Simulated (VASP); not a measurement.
YMgI2: relaxation of cell and atoms with PBE

The system is YMgI2.

```xyz
4
Lattice="5.8410 0.0000 0.0000 0.0000 5.8410 0.0000 0.0000 0.0000 3.2008" Properties=species:S:1:pos:R:3 pbc="T T T"
Y     2.9205    2.9205    1.6004
Mg    0.0000    0.0000    0.0000
I     2.9205    0.0000    0.0000
I     0.0000    2.9205    0.0000
```

* Program: VASP 6.6.1
* Task: relaxation of cell and atoms
* Functional: PBE
* Potentials or basis: VASP PAW PBE potentials, release 64 (Y_sv, Mg, I)
* Cutoff: 600 eV
* k mesh: 4 × 4 × 6
* Occupations: gaussian, width 0.1 eV
* Spin: no spin polarisation
* Dipole correction: no
* Further INCAR settings: ALGO = Normal; EDIFF = 1e-06; IBRION = 2; EDIFFG = -0.04; NSW = 90; ISIF = 3

* Relaxed volume: 31.69 Å³/atom
* Relaxed cell: a = 5.898 Å, b = 5.898 Å, c = 3.643 Å, α = 90.00°, β = 90.00°, γ = 90.00°
* Space group after relaxing (to 0.1 Å): P4/mmm (No. 123)
* Energy gained by relaxing: 217.4 meV/atom
* Ionic steps: 4
* Pressure after relaxing: 0.0 GPa
* Band gap on the k mesh: zero (an odd number of electrons rules out a gap without spin polarisation)

Stress tensor (GPa, compression positive):
```
 0.11  0.00  0.00
 0.00  0.11  0.00
 0.00  0.00 -0.12
```

The path:
```
step  energy change (eV)  largest force (eV/Å)  pressure (GPa)  volume (Å³)
   1              0.0000                0.0000            8.73       109.20
   2             -0.8007                0.0000           -1.29       133.29
   3             -0.8684                0.0000            0.28       125.84
   4             -0.8694                0.0000            0.04       126.74
```

Final structure:
```
CELL_PARAMETERS angstrom
5.89841 0.00000 0.00000
0.00000 5.89841 0.00000
0.00000 0.00000 3.64291
ATOMIC_POSITIONS crystal
Y 0.50000 0.50000 0.50000
Mg 0.00000 0.00000 0.00000
I 0.50000 0.00000 0.00000
I 0.00000 0.50000 0.00000
```

Levels at points of the mesh, in eV from the Fermi level:
```tsv
k point	band 10	band 11	band 12	band 13	band 14	band 15	band 16	band 17
(0.00, 0.00, 0.00)	-4.44	-2.82	-2.44	-2.35	-1.88	-0.53	0.51	0.85
(0.50, 0.00, 0.00)	-5.34	-2.78	-2.58	-1.05	-0.21	0.67	0.70	1.67
(0.50, 0.50, 0.00)	-4.19	-2.77	-2.77	-0.56	0.85	1.10	1.10	1.54
(0.00, 0.00, 0.50)	-5.79	-4.10	-4.10	-0.12	0.74	1.12	1.21	1.21
(0.50, 0.00, 0.50)	-5.22	-4.92	-4.75	-0.26	-0.02	0.01	0.12	2.32
(0.50, 0.50, 0.50)	-5.63	-3.67	-3.57	-1.49	-0.79	-0.13	-0.13	0.23
```

Wall time 100 s on 1 thread of Intel(R) Xeon(R) 6975P-C (Granite Rapids) (shared host), peak memory 0.3 GiB.

Caveat: the volume moved by over 15 % at a fixed basis, so the end points are rough; spin-orbit coupling is left out, which moves the levels of the heavy elements; an odd number of electrons without spin polarisation forces a metal; a magnetic or distorted state may lie lower.
